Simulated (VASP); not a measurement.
P, 4 atoms in the cell. Symmetry: Cmce, No. 64, orthorhombic system. Conventional cell: a = 3.372 Å, b = 14.584 Å, c = 4.812 Å, α = 90.00°, β = 90.00°, γ = 90.00°. Within 3.0 Å of P (site symmetry m) lie 3 P at 2.27 to 2.30 Å. 

```yaml
Program: VASP 6.6.1
Task: single point
Functional: RPBE
Potentials_or_basis: VASP PAW PBE potentials, release 64 (P)
Cutoff: 520 eV
k_mesh: 9 × 9 × 6
Occupations: fermi-dirac, width 0.05 eV
Spin: no spin polarisation
Dipole_correction: no
Further_INCAR_settings: ALGO = Normal; EDIFF = 1e-06; NBANDS = 18
```

Potentials or basis: VASP PAW PBE potentials, release 64 (P).

Run with:

```console
$ cat potpaw_PBE.64/P/POTCAR > POTCAR
$ mpirun -np 1 vasp_std > vasp.out
```

Hardware: 1 thread of Intel(R) Xeon(R) 6975P-C (Granite Rapids) (shared host).

Estimate the wall time of this run.

Run time: 2.5 min on 1 thread of Intel(R) Xeon(R) 6975P-C (Granite Rapids), on a shared host, peak memory 0.39 GiB. Counts: scf iterations 12, k points 100.
